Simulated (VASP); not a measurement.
Write the native input for VASP 6.6.1 that does the following.

```yaml
Task: single point
Functional: PBE
Potentials_or_basis: VASP PAW PBE potentials, release 64 (Ti_sv)
Cutoff: 520 eV
k_mesh: 24 × 24 × 24
Occupations: gaussian, width 0.1 eV
Spin: no spin polarisation
Dipole_correction: no
Further_INCAR_settings: ALGO = Normal; EDIFF = 1e-06; NBANDS = 12
```

The structure of Ti lies in POSCAR:

```
Ti
1.0
    0.0000000000      2.0560758433      2.0560758433
    2.0560758433      0.0000000000      2.0560758433
    2.0560758433      2.0560758433      0.0000000000
Ti
1
Direct
    0.0000000000      0.0000000000      0.0000000000
```

These files were run (other wordings do the same):

INCAR

```
  PREC = Accurate
  ENCUT = 520
  EDIFF = 1E-6
  ISMEAR = 0
  SIGMA = 0.1
  LREAL = False
  LASPH = True
  NELM = 100
  ALGO = Normal
  ISIF = 2
  LWAVE = False
  LCHARG = False
  GGA = PE
  NBANDS = 12
```

KPOINTS

```
Automatic mesh
0
Gamma
  24 24 24
```

Potentials or basis: VASP PAW PBE potentials, release 64 (Ti_sv).

Command:

```console
$ cat potpaw_PBE.64/Ti_sv/POTCAR > POTCAR
$ mpirun -np 1 vasp_std > vasp.out
```

It gave:

- Pressure: -0.3 GPa
- Band gap on the k mesh: zero (band 6 reaches 9.08 eV, above the bottom of band 7 at 7.83 eV)

Wall time 28 s on 1 thread of Intel(R) Xeon(R) 6975P-C (Granite Rapids), on a shared host, peak memory 0.2 GiB.
